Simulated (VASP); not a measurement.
# H (I4/mmm) in VASP: relaxation of cell and atoms with PBE+D3(BJ)

Aim: the relaxation of cell and atoms of H with PBE+D3(BJ).

All numbers are computed with VASP 6.6.1; they aren't measurements. Logs are shortened: lines on timing, memory, paths and dates and some standing lists are left out, and cuts for length are marked.

### 1 The cell of the first run

Symmetry: I4/mmm, No. 139, tetragonal system. The conventional cell has a = 3.383 Å, b = 3.383 Å, c = 4.117 Å, α = 90.00°, β = 90.00°, γ = 90.00°. H (site symmetry 4mm) has 1 H at 0.74 Å within 1.0 Å.

### 2 Relaxation of cell and atoms, PBE+D3(BJ)

The input, INCAR:

```
SYSTEM = H
PREC = Accurate
ENCUT = 1230
EDIFF = 1E-7
ISMEAR = 0
SIGMA = 0.02
LREAL = .False.
LASPH = .True.
NELM = 120
ALGO = Normal
ISIF = 3
LWAVE = .False.
LCHARG = .False.
GGA = PE
IVDW = 12
IBRION = 2
NSW = 90
EDIFFG = -0.02
GGA_COMPAT = .False.
NELMIN = 4
```

The input, KPOINTS:

```
regular mesh
0
Gamma
  8 8 8
  0 0 0
```

The input, POSCAR:

```
H
1.0
   -1.6915344700      1.6915344700      2.0584739900
    1.6915344700     -1.6915344700      2.0584739900
    1.6915344700      1.6915344700     -2.0584739900
H
2
Direct
    0.9098622900      0.9098622900      0.0000000000
    0.0901377100      0.0901377100      0.0000000000
```

Potentials or basis: VASP PAW PBE potentials, release 64 (H_h).

Command:

```sh
$ cat potpaw_PBE.64/H_h/POTCAR > POTCAR
$ mpirun -np 1 vasp_std > vasp.out
```

OUTCAR:

```text
SYSTEM = H
   PREC = Accurate
   ENCUT = 1230
   EDIFF = 1E-7
   ISMEAR = 0
   LREAL = .False.
   LASPH = .True.
   NELM = 120
   ISIF = 3
   GGA = PE
   IVDW = 12
   IBRION = 2
   NSW = 90
   EDIFFG = -0.02
   NELMIN = 4
 IVDW          = 12

 ion  position               nearest neighbor table
   1  0.910  0.910  0.000-   2 0.74
   2  0.090  0.090  0.000-   1 0.74

  LATTYP: Found a body centered tetragonal cell.
 ALAT       =     3.3830689400
 C/A-ratio  =     1.2169270130

  Lattice vectors:

 A1 = (  -1.6915344700,   1.6915344700,   2.0584739900)
 A2 = (   1.6915344700,  -1.6915344700,   2.0584739900)
 A3 = (   1.6915344700,   1.6915344700,  -2.0584739900)

Analysis of symmetry for initial positions (statically):
=====================================================================
 Subroutine PRICEL returns:
 Original cell was already a primitive cell.

 Routine SETGRP: Setting up the symmetry group for a
 body centered tetragonal supercell.

 Subroutine GETGRP returns: Found 16 space group operations
 (whereof 16 operations were pure point group operations)
 out of a pool of 16 trial point group operations.

The static configuration has the point symmetry D_4h.

Analysis of symmetry for dynamics (positions and initial velocities):
=====================================================================
 Subroutine PRICEL returns:
 Original cell was already a primitive cell.

 Routine SETGRP: Setting up the symmetry group for a
 body centered tetragonal supercell.

 Subroutine GETGRP returns: Found 16 space group operations
 (whereof 16 operations were pure point group operations)
 out of a pool of 16 trial point group operations.

The dynamic configuration has the point symmetry D_4h.

 Subroutine INISYM returns: Found 16 space group operations
 (whereof 16 operations are pure point group operations),
 and found     1 'primitive' translations

----------------------------------------------------------------------------------------

                                     Primitive cell

  volume of cell :      23.5596

  direct lattice vectors                    reciprocal lattice vectors
    -1.691534470  1.691534470  2.058473990     0.000000000  0.295589602  0.242898381
     1.691534470 -1.691534470  2.058473990     0.295589602  0.000000000  0.242898381
     1.691534470  1.691534470 -2.058473990     0.295589602  0.295589602  0.000000000

  length of vectors
     3.155929799  3.155929799  3.155929799     0.382587031  0.382587031  0.418026823

  position of ions in fractional coordinates (direct lattice)
     0.909862290  0.909862290  0.000000000
     0.090137710  0.090137710  0.000000000

  ion indices of the primitive-cell ions
   primitive index   ion index
                 1           1
                 2           2

----------------------------------------------------------------------------------------

 KPOINTS: regular mesh

Automatic generation of k-mesh.
 Grid dimensions read from file:
 generate k-points for:    8    8    8

 Generating k-lattice:

  Cartesian coordinates                     Fractional coordinates (reciprocal lattice)
     0.000000000  0.036948700  0.030362298     0.125000000  0.000000000  0.000000000
     0.036948700  0.000000000  0.030362298     0.000000000  0.125000000  0.000000000
     0.036948700  0.036948700  0.000000000     0.000000000  0.000000000  0.125000000

  Length of vectors
     0.047823379  0.047823379  0.052253353

  Shift w.r.t. Gamma in fractional coordinates (k-lattice)
     0.000000000  0.000000000  0.000000000

 Subroutine IBZKPT returns following result:
 ===========================================

 Found     59 irreducible k-points:

 Following reciprocal coordinates:
            Coordinates               Weight
  0.000000  0.000000  0.000000      1.000000
  0.125000  0.000000  0.000000      8.000000
  0.250000  0.000000  0.000000      8.000000
  0.375000 -0.000000  0.000000      8.000000
  0.500000  0.000000  0.000000      4.000000
  0.125000  0.125000  0.000000      8.000000
[... 16 lines left out ...]
  0.250000  0.125000  0.125000     16.000000
  0.375000  0.125000  0.125000      8.000000
 [... further k-points ...]
   k-points           NKPTS =     59   k-points in BZ     NKDIM =     59   number of bands    NBANDS=      5
   number of dos      NEDOS =    301   number of ions     NIONS =      2
   total plane-waves  NPLWV =  46656
   dimension x,y,z NGX =    36 NGY =   36 NGZ =   36
   dimension x,y,z NGXF=    72 NGYF=   72 NGZF=   72
   ions per type =               2
   NGX,Y,Z   is equivalent  to a cutoff of  18.96, 18.96, 18.96 a.u.
   NGXF,Y,Z  is equivalent  to a cutoff of  37.93, 37.93, 37.93 a.u.
 SYSTEM =  H
   PREC   = accura    normal or accurate (medium, high low for compatibility)
   ISTART =      0    job   : 0-new  1-cont  2-samecut
   ICHARG =      2    charge: 1-file 2-atom 10-const
   ISPIN  =      1    spin polarized calculation?
   LNONCOLLINEAR =      F non collinear calculations
   LSORBIT =      F    spin-orbit coupling
   LASPH  =      T    aspherical Exc in radial PAW
   ENCUT  = 1230.0 eV  90.40 Ry    9.51 a.u.   9.02  9.02  9.02*2*pi/ulx,y,z
   NELM   =    120;   NELMIN=  4; NELMDL= -5     # of ELM steps
   EDIFF  = 0.1E-06   stopping-criterion for ELM
   LREAL  =      F    real-space projection
   EDIFFG = -.2E-01   stopping-criterion for IOM
   NSW    =     90    number of steps for IOM
   IBRION =      2    ionic relax: 0-MD 1-quasi-New 2-CG
   NFREE  =      1    steps in history (QN), initial steepest desc. (CG)
   ISIF   =      3    stress and relaxation
   ISYM   =      2    0-nonsym 1-usesym 2-fastsym
   POTIM  = 0.5000    time-step for ionic-motion
   TEBEG  =    0.0;   TEEND  =   0.0 temperature during run
   PSTRESS=    0.0 pullay stress
   NELECT =       2.0000    total number of electrons
   NUPDOWN=      -1.0000    fix difference up-down
   EMIN   =  10.00;   EMAX   =-10.00  energy-range for DOS
   EFERMI =   0.00;   METHOD = LEGACY
   ISMEAR =     0;   SIGMA  =   0.02  broadening in eV -4-tet -1-fermi 0-gaus
   EFERMI_NEDOS =   21; number of points for ismear=-14 and -15
   IALGO  =     38    algorithm
   IMIX   =      4    mixing-type and parameters
     AMIX     =   0.40;   BMIX     =  1.00
     AMIX_MAG =   1.60;   BMIX_MAG =  1.00
  volume/ion in A,a.u.               =      11.78        79.49
  Fermi-wavevector in a.u.,A,eV,Ry     =   0.719497  1.359653  7.043413  0.517676
  Thomas-Fermi vector in A             =   1.808708
   LORBIT       =      0    0 simple, 1 ext, 2 COOP (PROOUT), +10 PAW based schemes
   GGA     = PE    functional components
   LHFCALC =     F    Hartree Fock is set to
   AEXX    =    0.0000 exact exchange contribution
   IVDW    =    12    specifies the selected vdW correction
   LEPSILON=     F    determine dielectric tensor
   LRPA    =     F    only Hartree local field effects (RPA)
 conjugate gradient relaxation of ions
 non-spin polarized calculation
 Gauss-broadening in eV      SIGMA  =   0.02
  energy-cutoff  :     1230.00
  volume of cell :       23.56
 maximum number of plane-waves:      2328
   NGX = 19   NGY = 19   NGZ = 19

--------------------------------------- Ionic step        1  -------------------------------------------

 number of electron       2.0000000 magnetization

 Free energy of the ion-electron system (eV)
  ---------------------------------------------------
  ext. energy  EPLUGINS =         0.00000000
  ---------------------------------------------------
  free energy    TOTEN  =        -6.78076643 eV

  energy without entropy =       -6.78076643  energy(sigma->0) =       -6.78076643

------------------------ aborting loop because EDIFF is reached ----------------------------------------

 Edisp (eV)   -0.03872

 E8    (eV) :    -0.0069

  FORCE on cell =-STRESS in cart. coord.  units (eV):
  Direction    XX          YY          ZZ          XY          YZ          ZX
  --------------------------------------------------------------------------------------
  -------------------------------------------------------------------------------------
  Total       0.00622     0.00622     0.23087     0.00000     0.00000     0.00000
  in kB       0.42273     0.42273    15.70070     0.00000     0.00000     0.00000
  external pressure =        5.52 kB  Pullay stress =        0.00 kB

 VOLUME and BASIS-vectors are now :
 -----------------------------------------------------------------------------
  energy-cutoff  :     1230.00
  volume of cell :       23.56
      direct lattice vectors                 reciprocal lattice vectors
    -1.691534470  1.691534470  2.058473990     0.000000000  0.295589602  0.242898381
     1.691534470 -1.691534470  2.058473990     0.295589602  0.000000000  0.242898381
     1.691534470  1.691534470 -2.058473990     0.295589602  0.295589602  0.000000000
[... 41 lines left out ...]
 POSITION                                       TOTAL-FORCE (eV/Angst)
 -----------------------------------------------------------------------------------
      0.00000      0.00000      3.75254        -0.000000     -0.000000      0.733468
      1.69179      1.69179     -1.68260         0.000000      0.000000     -0.733468
 -----------------------------------------------------------------------------------
    total drift:                               -0.000000      0.000000     -0.000000

  FREE ENERGIE OF THE ION-ELECTRON SYSTEM (eV)
  ---------------------------------------------------
  free  energy   TOTEN  =        -6.8116933297 eV

  energy  without entropy=       -6.8116933297  energy(sigma->0) =       -6.81169333

--------------------------------------- Ionic step        3  -------------------------------------------

 number of electron       2.0000000 magnetization

 Free energy of the ion-electron system (eV)
  ---------------------------------------------------
  ext. energy  EPLUGINS =         0.00000000
  ---------------------------------------------------
  free energy    TOTEN  =        -6.78189095 eV

  energy without entropy =       -6.78189095  energy(sigma->0) =       -6.78189095

 E-fermi :  -7.9487     XC(G=0):  -5.3514

 val. band max:       -8.1036817302   @ k =   0.5000   0.5000   0.5000
 cond. band min:       0.7447966244   @ k =   0.5000   0.0000   0.0000
 fundamental gap:      8.8484783545
 Fermi energy:        -7.9486811861

 k-point     1 :       0.0000    0.0000    0.0000
  band No.  band energies     occupation
      1     -10.4895      2.00000
      2       5.4840      0.00000
      3       8.8044      0.00000
      4      15.3595      0.00000
      5      15.3595      0.00000

 k-point     2 :       0.1250    0.0000    0.0000
  band No.  band energies     occupation
      1     -10.3018      2.00000
      2       4.6211      0.00000
      3       9.1536      0.00000
      4      13.6598      0.00000
      5      14.2996      0.00000

 k-point     3 :       0.2500    0.0000    0.0000
  band No.  band energies     occupation
      1      -9.8002      2.00000
      2       2.9282      0.00000
      3       9.4312      0.00000
      4      11.5326      0.00000
      5      13.1022      0.00000
[... 153 lines left out ...]
 k-point    23 :       0.2500    0.1250    0.1250
  band No.  band energies     occupation
      1      -8.9857      2.00000
      2       1.8371      0.00000
      3       6.8756      0.00000
      4       7.9046      0.00000
      5      14.1980      0.00000

 k-point    24 :       0.3750    0.1250    0.1250
  band No.  band energies     occupation
      1      -8.7601      2.00000
      2       1.4953      0.00000
      3       6.1839      0.00000
      4       7.6770      0.00000
      5      15.1841      0.00000

 [... further k-points ...]

------------------------ aborting loop because EDIFF is reached ----------------------------------------

 Edisp (eV)   -0.03884

 E8    (eV) :    -0.0070

  FORCE on cell =-STRESS in cart. coord.  units (eV):
  Direction    XX          YY          ZZ          XY          YZ          ZX
  --------------------------------------------------------------------------------------
  -------------------------------------------------------------------------------------
  Total       0.00668     0.00668     0.01051     0.00000     0.00000     0.00000
  in kB       0.45348     0.45348     0.71390     0.00000     0.00000     0.00000
  external pressure =        0.54 kB  Pullay stress =        0.00 kB

 VOLUME and BASIS-vectors are now :
 -----------------------------------------------------------------------------
  energy-cutoff  :     1230.00
  volume of cell :       23.60
      direct lattice vectors                 reciprocal lattice vectors
    -1.691601115  1.691601115  2.061486206     0.000000000  0.295577956  0.242543461
     1.691601115 -1.691601115  2.061486206     0.295577956  0.000000000  0.242543461
     1.691601115  1.691601115 -2.061486206     0.295577956  0.295577956  0.000000000

 POSITION                                       TOTAL-FORCE (eV/Angst)
 -----------------------------------------------------------------------------------
      0.00000      0.00000      3.74757        -0.000000     -0.000000      0.005285
      0.00000      0.00000      0.37540         0.000000      0.000000     -0.005285
 -----------------------------------------------------------------------------------
    total drift:                                0.000000      0.000000     -0.000000

  FREE ENERGIE OF THE ION-ELECTRON SYSTEM (eV)
  ---------------------------------------------------
  free  energy   TOTEN  =        -6.8207274908 eV

  energy  without entropy=       -6.8207274908  energy(sigma->0) =       -6.82072749

 reached required accuracy - stopping structural energy minimisation
```

It took 20 s on 1 thread of Intel Xeon Platinum 8488C (Sapphire Rapids), shared host; peak memory 0.21 GiB.

Results:

- Free energy: -6.8207 eV
- Relaxed volume: 11.80 Å³/atom
- Relaxed cell: a = 3.158 Å, b = 3.158 Å, c = 3.158 Å, α = 115.22°, β = 115.22°, γ = 98.50°
- Space group after relaxing (to 0.1 Å): I4/mmm (No. 139)
- Energy gained by relaxing: 0.6 meV/atom
- Ionic steps: 3
- Pressure after relaxing: 0.1 GPa
- Largest force after relaxing: 0.005 eV/Å
- Band gap on the k mesh: 8.85 eV (least direct gap 9.66 eV)
- Dispersion energy per atom: -0.019 eV

Forces in eV/Å, atoms in the order of the input:
```
H    0.000  0.000  0.005
H    0.000  0.000 -0.005
```

Step by step:
```tsv
step	energy change (eV)	largest force (eV/Å)	pressure (GPa)	volume (Å³)
1	0.0000	0.2923	0.55	23.56
2	0.0078	0.7335	-1.21	23.70
3	-0.0012	0.0053	0.05	23.60
```

Final structure:
```
CELL_PARAMETERS angstrom
-1.69160 1.69160 2.06149
1.69160 -1.69160 2.06149
1.69160 1.69160 -2.06149
ATOMIC_POSITIONS crystal
H 0.90895 0.90895 0.00000
H 0.09105 0.09105 0.00000
```

A k mesh can miss the band edges.
